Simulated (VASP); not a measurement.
CaO:

```
CELL_PARAMETERS angstrom
0.00000 2.39742 2.39742
2.39742 0.00000 2.39742
2.39742 2.39742 0.00000
ATOMIC_POSITIONS crystal
Ca 0.50000 0.50000 0.50000
O 0.00000 0.00000 0.00000
```

Base run:

```yaml
Program: VASP 6.6.1
Functional: r2SCAN
Potentials_or_basis: VASP PAW PBE potentials, release 64 (Ca_sv, O)
Cutoff: 520 eV
k_mesh: 8 × 8 × 8
Occupations: tetrahedron
Spin: no spin polarisation
```

Its results: band gap on the k mesh 4.19 eV, indirect (least direct gap 4.56 eV); pressure 1.1 GPa.

The run is repeated on the same cell with these changes: functional from r2SCAN to RPBE; further incar settings from ALGO = Normal; EDIFF = 1e-07; NBANDS = 15 to ALGO = Normal; EDIFF = 1e-06; NBANDS = 15. What comes out?

Band gap on the k mesh 3.74 eV, indirect (least direct gap 4.11 eV); pressure 6.9 GPa.

Caveats: the PAW data sets were made with another functional, which shifts forces and pressure a little.

A k mesh can miss the band edges.
